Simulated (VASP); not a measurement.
Runs of VASP 6.6.1 on Sn. The structure is that of space group Im-3m (No. 229), or close to it. The cells are those of the table. 

```tsv
spin	cell	k mesh	cutoff (eV)	gap on the mesh (eV)	pressure (GPa)	moment (μB)
non-collinear, zero start, SOC	a = 3.293 Å, angles 109.5°, 1 atom	8 × 8 × 8	520	-	(b)	0.00
non-collinear, zero start, SOC	a = 3.248 Å, angles 109.5°, 1 atom	8 × 8 × 8	520	-	2.5	0.00
non-collinear, zero start, SOC	a = 3.346 Å, angles 109.5°, 1 atom	8 × 8 × 8	520	-	-1.0	0.00
non-collinear, zero start, SOC	a = 3.293 Å, angles 109.5°, 1 atom	10 × 10 × 10	520	-	0.0	0.00
off	a = 3.281 Å, angles 109.5°, 1 atom	12 × 12 × 12	500	none	(a)	-
off	a = 3.276 Å, angles 109.5°, 1 atom	12 × 12 × 12	500	none	0.7	-
off	a = 3.293 Å, angles 109.5°, 1 atom	12 × 12 × 12	520	none	0.0	-
non-collinear, zero start, SOC	a = 3.293 Å, angles 109.5°, 1 atom	10 × 10 × 10	500	-	0.0	0.00
```

Alike in all rows: task single point; level PBE; potentials or basis VASP PAW PBE potentials, release 64 (Sn_d); smearing gaussian 0.05 eV.

Estimate the missing entries.

(a) 0.5; (b) 0.8.

Caveats: spin-orbit coupling is left out, which moves the levels of the heavy elements (some runs).

A k mesh can miss the band edges, and rows without SOC leave out spin-orbit coupling on Sn.

A gap of «none» marks levels without a gap at the run's occupations.
